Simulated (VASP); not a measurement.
The system is Zn4SeS3.

```xyz
8
Lattice="-2.7014 2.7014 5.4029 2.7014 -2.7014 5.4029 2.7014 2.7014 -5.4029" Properties=species:S:1:pos:R:3 pbc="T T T"
Zn    1.3507   -1.3507    6.7536
Zn    1.3507    1.3507   -1.3507
Zn   -1.3507    1.3507    6.7536
Zn    1.3507    1.3507    4.0522
Se    0.0000    0.0000    5.4029
S     0.0000    2.7014    2.7014
S     2.7014    0.0000    2.7014
S     0.0000    0.0000    0.0000
```

```yaml
Program: VASP 6.6.1
Task: relaxation of cell and atoms
Functional: PBE
Potentials_or_basis: VASP PAW PBE potentials, release 64 (Zn, Se, S)
Cutoff: 600 eV
k_mesh: 4 × 4 × 4
Occupations: gaussian, width 0.1 eV
Spin: no spin polarisation
```

At the start: pressure 5.2 GPa; volume 19.71 Å³/atom.

How do energy, volume and symmetry change on relaxing?

Over 5 steps the energy falls by 32.8 meV/atom and the volume is 20.97 Å³/atom (+6.4 %); space group I-42m (No. 121, to 0.1 Å) before and after.

Step by step:
```
step  energy change (eV)  largest force (eV/Å)  pressure (GPa)  volume (Å³)
   1              0.0000                0.7981            5.17       157.72
   2             -0.2204                0.2701           -1.59       172.69
   3             -0.2310                0.3496           -0.55       169.82
   4             -0.2530                0.1942           -0.24       168.86
   5             -0.2622                0.0377            0.16       167.73
```

Final structure:
```
Zn Se S
1.0
    -2.75766    2.75766    5.51417
     2.75766   -2.75766    5.51417
     2.75766    2.75766   -5.51417
Zn Se S
4 1 3
Direct
  0.37073 0.88617 0.00000
  0.11383 0.11383 0.48456
  0.88617 0.37073 0.00000
  0.62927 0.62927 0.51544
  0.50000 0.50000 0.00000
  0.75000 0.25000 0.50000
  0.25000 0.75000 0.50000
  0.00000 0.00000 0.00000
```
